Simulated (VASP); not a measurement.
# Al in VASP: single point with PBE

Aim: the single point of Al with PBE.

Program: VASP 6.6.1. These are calculated values, not measurements. Logs are shortened: lines on timing, memory, paths and dates and some standing lists are left out, and cuts for length are marked.

**1. The cell of the first run**

The cell holds a slab with vacuum, 13 atoms: a = 4.041 Å, b = 4.949 Å, c = 25.842 Å, α = 90.00°, β = 90.00°, γ = 114.09°.

**2. Single point, PBE**

INCAR reads:

```
  PREC = Accurate
  ENCUT = 520
  EDIFF = 1E-6
  ISMEAR = -1
  SIGMA = 0.025
  LREAL = F
  LASPH = T
  NELM = 60
  ALGO = Normal
  ISIF = 2
  LWAVE = F
  LCHARG = T
  LDIPOL = T
  IDIPOL = 3
  DIPOL = 0.5 0.5 0.500
  GGA = PE
  LELF = T
  LVHAR = T
  LVACPOTAV = T
  NBANDS = 32
  ISYM = 0
```

KPOINTS reads:

```
Automatic mesh
0
Gamma
  9 8 1
```

POSCAR reads:

```
Al
1.0
    4.0406222370      0.0000000000      0.0000000000
   -2.0203111185      4.5175529967      0.0000000000
    0.0000000000      0.0000000000     25.8421271921
Al
13
Direct
    0.7000000000      0.4000000000      0.2902237863
    0.4000000000      0.8000000000      0.3251864886
    0.1000000000      0.2000000000      0.3601491909
    0.8000000000      0.6000000000      0.3951118932
    0.5000000000      0.0000000000      0.4300745954
    0.2000000000      0.4000000000      0.4650372977
    0.9000000000      0.8000000000      0.5000000000
    0.6000000000      0.2000000000      0.5349627023
    0.3000000000      0.6000000000      0.5699254046
    0.0000000000      0.0000000000      0.6048881068
    0.7000000000      0.4000000000      0.6398508091
    0.4000000000      0.8000000000      0.6748135114
    0.1000000000      0.2000000000      0.7097762137
```

Potentials or basis: VASP PAW PBE potentials, release 64 (Al).

The run is started by

```bash
$ cat potpaw_PBE.64/Al/POTCAR > POTCAR
$ mpirun -np 1 vasp_std > vasp.out
```

OUTCAR:

```text
PREC = Accurate
   ENCUT = 520
   EDIFF = 1E-6
   ISMEAR = -1
   LREAL = F
   LASPH = T
   NELM = 60
   ISIF = 2
   GGA = PE
   ISYM = 0

 ion  position               nearest neighbor table
   1  0.700  0.400  0.290-   2 2.86   2 2.86   2 2.86   3 2.86   3 2.86   4 2.86
   2  0.400  0.800  0.325-   5 2.86   1 2.86   1 2.86   3 2.86   3 2.86   1 2.86   3 2.86   4 2.86
                             4 2.86
   3  0.100  0.200  0.360-   6 2.86   5 2.86   5 2.86   4 2.86   4 2.86   2 2.86   2 2.86   4 2.86
                             2 2.86   1 2.86   1 2.86
   4  0.800  0.600  0.395-   7 2.86   6 2.86   6 2.86   5 2.86   5 2.86   5 2.86   3 2.86   3 2.86
                             3 2.86   2 2.86   2 2.86   1 2.86
   5  0.500  0.000  0.430-   2 2.86   3 2.86   3 2.86   4 2.86   4 2.86   4 2.86   6 2.86   6 2.86
                             6 2.86   7 2.86   7 2.86   8 2.86
   6  0.200  0.400  0.465-   3 2.86   4 2.86   4 2.86   7 2.86   5 2.86   7 2.86   5 2.86   7 2.86
                             5 2.86   8 2.86   8 2.86   9 2.86
   7  0.900  0.800  0.500-   4 2.86  10 2.86   6 2.86   6 2.86   8 2.86   8 2.86   8 2.86   6 2.86
                             9 2.86   5 2.86   5 2.86   9 2.86
   8  0.600  0.200  0.535-  11 2.86  10 2.86  10 2.86   9 2.86   9 2.86   7 2.86   7 2.86   7 2.86
                             9 2.86   6 2.86   6 2.86   5 2.86
   9  0.300  0.600  0.570-  12 2.86  11 2.86  11 2.86  10 2.86  10 2.86  10 2.86   8 2.86   8 2.86
                             8 2.86   7 2.86   7 2.86   6 2.86
  10  0.000  0.000  0.605-   7 2.86   8 2.86   8 2.86   9 2.86   9 2.86   9 2.86  11 2.86  11 2.86
                            11 2.86  12 2.86  12 2.86  13 2.86
  11  0.700  0.400  0.640-   8 2.86   9 2.86   9 2.86  10 2.86  10 2.86  12 2.86  12 2.86  10 2.86
                            12 2.86  13 2.86  13 2.86
  12  0.400  0.800  0.675-   9 2.86  13 2.86  13 2.86  11 2.86  11 2.86  13 2.86  11 2.86  10 2.86
                            10 2.86
  13  0.100  0.200  0.710-  12 2.86  12 2.86  12 2.86  11 2.86  11 2.86  10 2.86

IMPORTANT INFORMATION: All symmetrisations will be switched off!
NOSYMM: (Re-)initialisation of all symmetry stuff for point group C_1.

----------------------------------------------------------------------------------------

                                     Primitive cell

  volume of cell :     471.7151

  direct lattice vectors                    reciprocal lattice vectors
     4.040622237  0.000000000  0.000000000     0.247486635  0.110679388  0.000000000
    -2.020311119  4.517552997  0.000000000     0.000000000  0.221358776  0.000000000
     0.000000000  0.000000000 25.842127192     0.000000000  0.000000000  0.038696505

  length of vectors
     4.040622237  4.948731362 25.842127192     0.271108025  0.221358776  0.038696505

  position of ions in fractional coordinates (direct lattice)
     0.700000000  0.400000000  0.290223786
     0.400000000  0.800000000  0.325186489
     0.100000000  0.200000000  0.360149191
     0.800000000  0.600000000  0.395111893
     0.500000000  0.000000000  0.430074595
     0.200000000  0.400000000  0.465037298
     0.900000000  0.800000000  0.500000000
     0.600000000  0.200000000  0.534962702
     0.300000000  0.600000000  0.569925405
     0.000000000  0.000000000  0.604888107
     0.700000000  0.400000000  0.639850809
     0.400000000  0.800000000  0.674813511
     0.100000000  0.200000000  0.709776214

  ion indices of the primitive-cell ions
   primitive index   ion index
                 1           1
                 2           2
                 3           3
                 4           4
                 5           5
                 6           6
                 7           7
                 8           8
                 9           9
                10          10
                11          11
                12          12
                13          13

----------------------------------------------------------------------------------------

 KPOINTS: Automatic mesh

Automatic generation of k-mesh.
 Grid dimensions read from file:
 generate k-points for:    9    8    1

 Generating k-lattice:

  Cartesian coordinates                     Fractional coordinates (reciprocal lattice)
     0.027498515  0.012297710  0.000000000     0.111111111  0.000000000  0.000000000
     0.000000000  0.027669847  0.000000000     0.000000000  0.125000000  0.000000000
     0.000000000  0.000000000  0.038696505     0.000000000  0.000000000  1.000000000

  Length of vectors
     0.030123114  0.027669847  0.038696505

  Shift w.r.t. Gamma in fractional coordinates (k-lattice)
     0.000000000  0.000000000  0.000000000

 -----------------------------------------------------------------------------
|                                                                             |
|           W    W    AA    RRRRR   N    N  II  N    N   GGGG   !!!           |
|           W    W   A  A   R    R  NN   N  II  NN   N  G    G  !!!           |
|           W    W  A    A  R    R  N N  N  II  N N  N  G       !!!           |
|           W WW W  AAAAAA  RRRRR   N  N N  II  N  N N  G  GGG   !            |
|           WW  WW  A    A  R   R   N   NN  II  N   NN  G    G                |
|           W    W  A    A  R    R  N    N  II  N    N   GGGG   !!!           |
|                                                                             |
|     Your reciprocal lattice and k-lattice belong to different lattice       |
|     classes:                                                                |
|                                                                             |
|        The reciprocal lattice is base centered orthorhombic,                |
|        whereas your k-lattice is simple monoclinic.                         |
|                                                                             |
|     Results are often still useful ...                                      |
|                                                                             |
 -----------------------------------------------------------------------------

 WARNING: IBZKPT: internal override: KBLOWUP is changed to .FALSE.
      ... skipping the blow-up phase ...

 Subroutine IBZKPT returns following result:
 ===========================================

 Found     37 irreducible k-points:

 Following reciprocal coordinates:
            Coordinates               Weight
  0.000000  0.000000  0.000000      1.000000
  0.111111 -0.000000  0.000000      2.000000
  0.222222 -0.000000  0.000000      2.000000
  0.333333 -0.000000  0.000000      2.000000
  0.444444 -0.000000  0.000000      2.000000
  0.000000  0.125000  0.000000      2.000000
[... 16 lines left out ...]
 -0.111111  0.250000  0.000000      2.000000
  0.000000  0.375000  0.000000      2.000000
 [... further k-points ...]
   k-points           NKPTS =     37   k-points in BZ     NKDIM =     37   number of bands    NBANDS=     32
   number of dos      NEDOS =    301   number of ions     NIONS =     13
   total plane-waves  NPLWV = 230400
   dimension x,y,z NGX =    30 NGY =   40 NGZ =  192
   dimension x,y,z NGXF=    60 NGYF=   80 NGZF=  384
   ions per type =              13
   NGX,Y,Z   is equivalent  to a cutoff of  12.34, 13.44, 12.35 a.u.
   NGXF,Y,Z  is equivalent  to a cutoff of  24.69, 26.87, 24.70 a.u.
 SYSTEM =  unknown system
   PREC   = accura    normal or accurate (medium, high low for compatibility)
   ISTART =      0    job   : 0-new  1-cont  2-samecut
   ICHARG =      2    charge: 1-file 2-atom 10-const
   ISPIN  =      1    spin polarized calculation?
   LNONCOLLINEAR =      F non collinear calculations
   LSORBIT =      F    spin-orbit coupling
   LASPH  =      T    aspherical Exc in radial PAW
   ENCUT  =  520.0 eV  38.22 Ry    6.18 a.u.   7.51  9.20 48.05*2*pi/ulx,y,z
   NELM   =     60;   NELMIN=  2; NELMDL= -5     # of ELM steps
   EDIFF  = 0.1E-05   stopping-criterion for ELM
   LREAL  =      F    real-space projection
   EDIFFG = 0.1E-04   stopping-criterion for IOM
   NSW    =      0    number of steps for IOM
   IBRION =     -1    ionic relax: 0-MD 1-quasi-New 2-CG
   NFREE  =      0    steps in history (QN), initial steepest desc. (CG)
   ISIF   =      2    stress and relaxation
   ISYM   =      0    0-nonsym 1-usesym 2-fastsym
   POTIM  = 0.5000    time-step for ionic-motion
   TEBEG  =    0.0;   TEEND  =   0.0 temperature during run
   PSTRESS=    0.0 pullay stress
   NELECT =      39.0000    total number of electrons
   NUPDOWN=      -1.0000    fix difference up-down
   EMIN   =  10.00;   EMAX   =-10.00  energy-range for DOS
   EFERMI =   0.00;   METHOD = LEGACY
   ISMEAR =    -1;   SIGMA  =   0.03  broadening in eV -4-tet -1-fermi 0-gaus
   EFERMI_NEDOS =   21; number of points for ismear=-14 and -15
   IALGO  =     38    algorithm
   IMIX   =      4    mixing-type and parameters
     AMIX     =   0.40;   BMIX     =  1.00
     AMIX_MAG =   1.60;   BMIX_MAG =  1.00
  volume/ion in A,a.u.               =      36.29       244.87
  Fermi-wavevector in a.u.,A,eV,Ry     =   0.713186  1.347727  6.920399  0.508635
  Thomas-Fermi vector in A             =   1.800758
   LORBIT       =      0    0 simple, 1 ext, 2 COOP (PROOUT), +10 PAW based schemes
   GGA     = PE    functional components
   LHFCALC =     F    Hartree Fock is set to
   AEXX    =    0.0000 exact exchange contribution
   IVDW    =     0    specifies the selected vdW correction
   LEPSILON=     F    determine dielectric tensor
   LRPA    =     F    only Hartree local field effects (RPA)
 non-spin polarized calculation
  energy-cutoff  :      520.00
  volume of cell :      471.72
 maximum number of plane-waves:     12766
 NGX is ok and might be reduce to    30
   NGX = 15   NGY = 19   NGZ = 97

 dipolmoment           0.000000      0.000000      0.000032 electrons x Angstroem

 number of electron      39.0000000 magnetization

 dipolmoment           0.000000      0.000000     -0.000005 electrons x Angstroem

 Free energy of the ion-electron system (eV)
  ---------------------------------------------------
  ext. energy  EPLUGINS =         0.00000000
  ---------------------------------------------------
  free energy    TOTEN  =       -46.28621313 eV

  energy without entropy =      -46.27269730  energy(sigma->0) =      -46.27945522

 E-fermi :   1.3954     XC(G=0):  -5.4734

 val. band max:        1.3745977324   @ k =   0.0000   0.1250   0.0000
 cond. band min:       1.4105602199   @ k =   0.0000   0.1250   0.0000
 fundamental gap:      0.0359624875
 Fermi energy:         1.3954471965

 k-point     1 :       0.0000    0.0000    0.0000
  band No.  band energies     occupation
      1      -9.4984      2.00000
      2      -8.7404      2.00000
      3      -7.5599      2.00000
      4      -6.0197      2.00000
      5      -4.2320      2.00000
      6      -2.4840      2.00000
[... 23 lines left out ...]
     30       3.6046      0.00000
     31       3.7533      0.00000

 k-point     2 :       0.1111   -0.0000    0.0000
  band No.  band energies     occupation
      1      -9.3643      2.00000
      2      -8.6072      2.00000
      3      -7.4280      2.00000
      4      -5.8902      2.00000
      5      -4.1081      2.00000
      6      -3.0858      2.00000
[... 740 lines left out ...]
 k-point    24 :       0.0000    0.3750    0.0000
  band No.  band energies     occupation
      1      -8.4841      2.00000
      2      -7.7343      2.00000
      3      -6.7014      2.00000
      4      -6.5766      2.00000
      5      -5.9423      2.00000
      6      -5.1291      2.00000
[... 23 lines left out ...]
     30       4.9365      0.00000
     31       5.2825      0.00000

 [... further k-points ...]

 [bands above 31 left out]

------------------------ aborting loop because EDIFF is reached ----------------------------------------

  FORCE on cell =-STRESS in cart. coord.  units (eV):
  Direction    XX          YY          ZZ          XY          YZ          ZX
  --------------------------------------------------------------------------------------
  -------------------------------------------------------------------------------------
  Total       -2.6524200     -4.0434003      0.4588979      0.6822828      0.0379777     -0.1113413
  in kB       -9.0089278    -13.7333837      1.5586440      2.3173693      0.1289910     -0.3781702
  external PRESSURE =      -7.0612225 kB  Pullay stress =       0.0000000 kB

 VOLUME and BASIS-vectors are now :
 -----------------------------------------------------------------------------
  energy-cutoff  :      520.00
  volume of cell :      471.72
      direct lattice vectors                 reciprocal lattice vectors
     4.040622237  0.000000000  0.000000000     0.247486635  0.110679388  0.000000000
    -2.020311119  4.517552997  0.000000000     0.000000000  0.221358776  0.000000000
     0.000000000  0.000000000 25.842127192     0.000000000  0.000000000  0.038696505

 POSITION                                       TOTAL-FORCE (eV/Angst)
 -----------------------------------------------------------------------------------
      2.02031      1.80702      7.50000         0.003798     -0.048418      0.322592
      0.00000      3.61404      8.40351        -0.001518      0.069367     -0.279634
      0.00000      0.90351      9.30702        -0.004485     -0.016294     -0.130602
      2.02031      2.71053     10.21053         0.016924      0.040366     -0.048238
      2.02031      0.00000     11.11404         0.007856     -0.042920     -0.034094
      0.00000      1.80702     12.01755        -0.002119     -0.045916     -0.059992
      2.02031      3.61404     12.92106         0.000000      0.000000      0.000003
      2.02031      0.90351     13.82457         0.002119      0.045916      0.059996
     -0.00000      2.71053     14.72808        -0.007856      0.042920      0.034096
      0.00000      0.00000     15.63160        -0.016924     -0.040366      0.048236
      2.02031      1.80702     16.53511         0.004485      0.016294      0.130599
      0.00000      3.61404     17.43862         0.001518     -0.069369      0.279629
      0.00000      0.90351     18.34213        -0.003798      0.048419     -0.322591
 -----------------------------------------------------------------------------------
    total drift:                               -0.000000     -0.000000     -0.000021

  FREE ENERGIE OF THE ION-ELECTRON SYSTEM (eV)
  ---------------------------------------------------
  free  energy   TOTEN  =       -46.2862131287 eV

  energy  without entropy=      -46.2726973021  energy(sigma->0) =      -46.27945522

 vacuum level on the upper side and lower side of the slab         5.598         5.598
```

It took 24 min on 1 thread of Intel Xeon 8259CL, shared host; peak memory 0.74 GiB.

What came out:

* Free energy: -46.2862 eV
* Largest force: 0.326 eV/Å
* Band gap on the k mesh: zero (an odd number of electrons rules out a gap without spin polarisation)

Forces on the atoms (eV/Å):
```
Al   0.004 -0.048  0.323
Al  -0.002  0.069 -0.280
Al  -0.004 -0.016 -0.131
Al   0.017  0.040 -0.048
Al   0.008 -0.043 -0.034
Al  -0.002 -0.046 -0.060
Al   0.000  0.000  0.000
Al   0.002  0.046  0.060
Al  -0.008  0.043  0.034
Al  -0.017 -0.040  0.048
Al   0.004  0.016  0.131
Al   0.002 -0.069  0.280
Al  -0.004  0.048 -0.323
```

The gap in the log of VASP goes by the Fermi energy; the results here count the filled bands.